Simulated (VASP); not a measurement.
# W4C in VASP: single point with PBE

Aim: the single point of W4C with PBE.

Everything below comes from runs of VASP 6.6.1. Logs are shortened: lines on timing, memory, paths and dates and some standing lists are left out, and cuts for length are marked.

**1. The cell of the first run**

The cell holds a slab with vacuum, 5 atoms: a = 3.184 Å, b = 3.184 Å, c = 20.143 Å, α = 90.00°, β = 90.00°, γ = 90.00°.

**2. Single point, PBE**

File INCAR:

```
SYSTEM = W4C
ALGO = Normal
DIPOL = 0.5 0.5 0.350
EDIFF = 1E-6
ENCUT = 520
GGA = PE
IDIPOL = 3
ISIF = 2
ISMEAR = 0
LASPH = .TRUE.
LCHARG = .FALSE.
LDIPOL = .TRUE.
LREAL = .FALSE.
LWAVE = .FALSE.
NBANDS = 38
NELM = 60
PREC = Accurate
SIGMA = 0.1
```

File KPOINTS:

```
k-points
0
G
  8 8 1
  0 0 0
```

File POSCAR:

```
W4C
1.0
    3.1836991688      0.0000000000      0.0000000000
    0.0000000000      3.1836991688      0.0000000000
    0.0000000000      0.0000000000     20.1425775749
W C
4 1
Direct
    0.5000000000      0.5000000000      0.1985843165
    0.0000000000      0.0000000000      0.2776134069
    0.5000000000      0.5000000000      0.3599451800
    0.0000000000      0.0000000000      0.4290700901
    0.0000000000      0.5000000000      0.4858966133
```

Potentials or basis: VASP PAW PBE potentials, release 64 (W_sv, C).

Command:

```bash
$ cat potpaw_PBE.64/W_sv/POTCAR potpaw_PBE.64/C/POTCAR > POTCAR
$ mpirun -np 1 vasp_std > vasp.out
```

OUTCAR:

```text
SYSTEM = W4C
   EDIFF = 1E-6
   ENCUT = 520
   GGA = PE
   ISIF = 2
   ISMEAR = 0
   LASPH = .TRUE.
   LREAL = .FALSE.
   NELM = 60
   PREC = Accurate

 ion  position               nearest neighbor table
   1  0.500  0.500  0.199-   2 2.76   2 2.76   2 2.76   2 2.76   3 3.25
   2  0.000  0.000  0.278-   1 2.76   1 2.76   1 2.76   1 2.76   3 2.80   3 2.80   3 2.80   3 2.80
                             4 3.05
   3  0.500  0.500  0.360-   4 2.65   4 2.65   4 2.65   4 2.65   2 2.80   2 2.80   2 2.80   2 2.80
                             1 3.25
   4  0.000  0.000  0.429-   5 1.96   5 1.96   3 2.65   3 2.65   3 2.65   3 2.65   2 3.05
   5  0.000  0.500  0.486-   4 1.96   4 1.96

  LATTYP: Found a simple tetragonal cell.
 ALAT       =     3.1836991688
 C/A-ratio  =     6.3267841925

  Lattice vectors:

 A1 = (   3.1836991688,   0.0000000000,   0.0000000000)
 A2 = (   0.0000000000,   3.1836991688,   0.0000000000)
 A3 = (   0.0000000000,   0.0000000000,  20.1425775749)

Analysis of symmetry for initial positions (statically):
=====================================================================
 Subroutine PRICEL returns:
 Original cell was already a primitive cell.

 Routine SETGRP: Setting up the symmetry group for a
 simple tetragonal supercell.

 Subroutine GETGRP returns: Found  4 space group operations
 (whereof  4 operations were pure point group operations)
 out of a pool of 16 trial point group operations.

The static configuration has the point symmetry C_2v.

Analysis of symmetry for dynamics (positions and initial velocities):
=====================================================================
 Subroutine PRICEL returns:
 Original cell was already a primitive cell.

 Routine SETGRP: Setting up the symmetry group for a
 simple tetragonal supercell.

 Subroutine GETGRP returns: Found  4 space group operations
 (whereof  4 operations were pure point group operations)
 out of a pool of 16 trial point group operations.

The dynamic configuration has the point symmetry C_2v.

 Subroutine INISYM returns: Found  4 space group operations
 (whereof  4 operations are pure point group operations),
 and found     1 'primitive' translations

----------------------------------------------------------------------------------------

                                     Primitive cell

  volume of cell :     204.1640

  direct lattice vectors                    reciprocal lattice vectors
[... 99 lines left out ...]
   ISYM   =      2    0-nonsym 1-usesym 2-fastsym
   POTIM  = 0.5000    time-step for ionic-motion
   TEBEG  =    0.0;   TEEND  =   0.0 temperature during run
   PSTRESS=    0.0 pullay stress
   NELECT =      60.0000    total number of electrons
   NUPDOWN=      -1.0000    fix difference up-down
   EMIN   =  10.00;   EMAX   =-10.00  energy-range for DOS
   EFERMI =   0.00;   METHOD = LEGACY
   ISMEAR =     0;   SIGMA  =   0.10  broadening in eV -4-tet -1-fermi 0-gaus
   EFERMI_NEDOS =   21; number of points for ismear=-14 and -15
   IALGO  =     38    algorithm
   IMIX   =      4    mixing-type and parameters
     AMIX     =   0.40;   BMIX     =  1.00
     AMIX_MAG =   1.60;   BMIX_MAG =  1.00
  volume/ion in A,a.u.               =      40.83       275.55
  Fermi-wavevector in a.u.,A,eV,Ry     =   1.088426  2.056827 16.118428  1.184671
  Thomas-Fermi vector in A             =   2.224607
   LORBIT       =      0    0 simple, 1 ext, 2 COOP (PROOUT), +10 PAW based schemes
   GGA     = PE    functional components
   LHFCALC =     F    Hartree Fock is set to
   AEXX    =    0.0000 exact exchange contribution
   IVDW    =     0    specifies the selected vdW correction
   LEPSILON=     F    determine dielectric tensor
   LRPA    =     F    only Hartree local field effects (RPA)
 non-spin polarized calculation
 Gauss-broadening in eV      SIGMA  =   0.10
  energy-cutoff  :      520.00
  volume of cell :      204.16
 maximum number of plane-waves:      5576
   NGX = 11   NGY = 11   NGZ = 75

 dipolmoment           0.000000      0.000000     -0.037600 electrons x Angstroem

 number of electron      59.9999991 magnetization

 dipolmoment           0.000000      0.000000      0.115078 electrons x Angstroem

 Free energy of the ion-electron system (eV)
  ---------------------------------------------------
  ext. energy  EPLUGINS =         0.00000000
  ---------------------------------------------------
  free energy    TOTEN  =       -54.11323586 eV

  energy without entropy =      -54.09021395  energy(sigma->0) =      -54.10172491

 E-fermi :   0.3396     XC(G=0):  -5.7481

 val. band max:        0.3135269717   @ k =   0.0000   0.1250   0.0000
 cond. band min:       0.3546043772   @ k =  -0.2500   0.5000   0.0000
 fundamental gap:      0.0410774055
 Fermi energy:         0.3396270520

 k-point     1 :       0.0000    0.0000    0.0000
  band No.  band energies     occupation
      1     -73.7147      2.00000
      2     -73.6417      2.00000
      3     -73.5289      2.00000
      4     -73.1739      2.00000
      5     -38.1635      2.00000
      6     -38.1334      2.00000
[... 973 lines left out ...]
     37       3.4085      0.00000
     38       3.5322      0.00000

 [... further k-points ...]

------------------------ aborting loop because EDIFF is reached ----------------------------------------

 vacuum level on the upper side and lower side of the slab       (xc-potential included)         0.993        -1.133

  FORCE on cell =-STRESS in cart. coord.  units (eV):
  Direction    XX          YY          ZZ          XY          YZ          ZX
  --------------------------------------------------------------------------------------
  -------------------------------------------------------------------------------------
  Total       -0.6946672     -0.2847315     -0.6469109      0.0000000      0.0000000      0.0000000
  in kB       -5.4514029     -2.2344314     -5.0766350      0.0000000      0.0000000      0.0000000
  external PRESSURE =      -4.2541564 kB  Pullay stress =       0.0000000 kB

 VOLUME and BASIS-vectors are now :
 -----------------------------------------------------------------------------
  energy-cutoff  :      520.00
  volume of cell :      204.16
      direct lattice vectors                 reciprocal lattice vectors
     3.183699169  0.000000000  0.000000000     0.314100029  0.000000000  0.000000000
     0.000000000  3.183699169  0.000000000     0.000000000  0.314100029  0.000000000
     0.000000000  0.000000000 20.142577575     0.000000000  0.000000000  0.049646079

 POSITION                                       TOTAL-FORCE (eV/Angst)
 -----------------------------------------------------------------------------------
      1.59185      1.59185      4.00000         0.000000      0.000000      2.081191
      0.00000      0.00000      5.59185         0.000000      0.000000     -1.906326
      1.59185      1.59185      7.25022         0.000000      0.000000     -2.272064
      0.00000      0.00000      8.64258         0.000000      0.000000      2.026657
      0.00000      1.59185      9.78721         0.000000      0.000000      0.070543
 -----------------------------------------------------------------------------------
    total drift:                                0.000000     -0.000000     -0.000209

  FREE ENERGIE OF THE ION-ELECTRON SYSTEM (eV)
  ---------------------------------------------------
  free  energy   TOTEN  =       -54.1132358639 eV

  energy  without entropy=      -54.0902139534  energy(sigma->0) =      -54.10172491

 vacuum level on the upper side and lower side of the slab         6.522         4.400
```

OSZICAR:

```text
N       E                     dE             d eps       ncg     rms          rms(c)
DAV:   1     0.701517396510E+03    0.70152E+03   -0.37185E+04  2300   0.150E+03
DAV:   2    -0.288766916799E+02   -0.73039E+03   -0.71781E+03  2266   0.462E+02
DAV:   3    -0.588386475405E+02   -0.29962E+02   -0.28889E+02  2304   0.960E+01
[... 22 lines left out ...]
DAV:  26    -0.541132162714E+02   -0.27763E-04   -0.30226E-06  1638   0.101E-02    0.217E-03
DAV:  27    -0.541132277801E+02   -0.11509E-04   -0.11843E-06  1488   0.451E-03    0.199E-03
DAV:  28    -0.541132328922E+02   -0.51122E-05   -0.57845E-07  1278   0.308E-03    0.141E-03
DAV:  29    -0.541132353889E+02   -0.24967E-05   -0.22048E-07  1322   0.144E-03    0.678E-04
DAV:  30    -0.541132358639E+02   -0.47494E-06   -0.44872E-08  1088   0.108E-03
   1 F= -.54113236E+02 E0= -.54101725E+02  d E =-.230219E-01
```

Wall time 7.9 min (1 thread of Intel Xeon 8259CL, shared host); peak memory 0.37 GiB.

What came out:

```
Free energy            : -54.1132 eV
Largest force          : 2.272 eV/Å
Band gap on the k mesh : zero (bands 30 and 31 overlap by 1.69 eV)
```

Forces on the atoms (eV/Å):
```
W    0.000  0.000  2.081
W    0.000  0.000 -1.906
W    0.000  0.000 -2.272
W    0.000  0.000  2.027
C    0.000  0.000  0.071
```

Caveat: spin-orbit coupling is left out, which moves the levels of the heavy elements.

The gap in the log of VASP goes by the Fermi energy; the results here count the filled bands.